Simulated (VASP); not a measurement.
The system is MgH2.

```
CELL_PARAMETERS angstrom
0.00000 2.38107 2.38107
2.38107 0.00000 2.38107
2.38107 2.38107 0.00000
ATOMIC_POSITIONS crystal
Mg 0.00000 0.00000 0.00000
H 0.25000 0.25000 0.25000
H 0.75000 0.75000 0.75000
```

| Quantity | Value |
| --- | --- |
| Program | VASP 6.6.1 |
| Task | relaxation of cell and atoms |
| Functional | PBEsol |
| Dispersion | D4 |
| Potentials or basis | VASP PAW PBE potentials, release 64 (Mg, H) |
| Cutoff | 600 eV |
| k mesh | 10 × 10 × 10 |
| Occupations | fermi-dirac, width 0.05 eV |
| Spin | no spin polarisation |

At the start: pressure -2.4 GPa; volume 9.00 Å³/atom.

Question: Where does the relaxation end?

Answer: Over 3 steps the energy falls by 2.9 meV/atom and the volume is 8.64 Å³/atom (-4.0 %); space group Fm-3m (No. 225, to 0.05 Å).

The path:
| step | energy change (eV) | largest force (eV/Å) | pressure (GPa) | volume (Å³) |
| --- | --- | --- | --- | --- |
| 1 | 0.0000 | 0.0000 | -2.37 | 27.00 |
| 2 | -0.0060 | 0.0000 | -1.35 | 26.48 |
| 3 | -0.0086 | 0.0000 | -0.11 | 25.93 |

Final structure:
```cif
data_structure
_symmetry_space_group_name_H-M 'P 1'
_symmetry_Int_Tables_number 1
_cell_length_a 3.3221
_cell_length_b 3.3221
_cell_length_c 3.3221
_cell_angle_alpha 60.000
_cell_angle_beta 60.000
_cell_angle_gamma 60.000
_cell_volume 25.93
loop_
_atom_site_label
_atom_site_type_symbol
_atom_site_fract_x
_atom_site_fract_y
_atom_site_fract_z
_atom_site_occupancy
Mg1 Mg 0.00000 0.00000 0.00000 1
H1 H 0.25000 0.25000 0.25000 1
H2 H 0.75000 0.75000 0.75000 1
```

Caveat: the PAW data sets were made with another functional, which shifts forces and pressure a little; pairwise dispersion overbinds metals, which lowers pressure and volume.
